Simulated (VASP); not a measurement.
## AlN: single point with PBE

AlN:

```
CELL_PARAMETERS angstrom
3.10669 0.00000 0.00000
-1.55335 2.69048 0.00000
0.00000 0.00000 4.97859
ATOMIC_POSITIONS crystal
Al 0.33333 0.66667 0.99920
Al 0.66667 0.33333 0.49920
N 0.33333 0.66667 0.38080
N 0.66667 0.33333 0.88080
```

* Program: VASP 6.6.1
* Task: single point
* Functional: PBE
* Potentials or basis: VASP PAW PBE potentials, release 64 (Al, N)
* Cutoff: 520 eV
* k mesh: 9 × 9 × 4
* Occupations: gaussian, width 0.01 eV
* Spin: no spin polarisation

```yaml
Pressure: 4.4 GPa
Largest_force: 0.009 eV/Å
Band_gap_on_the_k_mesh: 4.24 eV, direct
```

Forces on the atoms (eV/Å):
```
Al   0.000  0.000 -0.009
Al   0.000  0.000 -0.009
N    0.000  0.000  0.009
N    0.000  0.000  0.009
```

Stress tensor (GPa, compression positive):
```
4.45 0.00 0.00
0.00 4.45 0.00
0.00 0.00 4.30
```

Levels at points of the mesh, in eV from the valence-band top:
| k point | band 5 | band 6 | band 7 | band 8 | band 9 | band 10 | band 11 | band 12 |
| --- | --- | --- | --- | --- | --- | --- | --- | --- |
| (0.00, 0.00, 0.00) | -0.86 | -0.21 | -0.21 | 0.00 | 4.24 | 6.70 | 10.64 | 11.19 |
| (0.00, 0.00, 0.50) | -0.54 | -0.54 | -0.54 | -0.54 | 6.51 | 6.51 | 10.35 | 10.35 |

Wall time 25 s on 1 thread of Intel Xeon 8259CL, with other jobs on the host, peak memory 0.16 GiB.
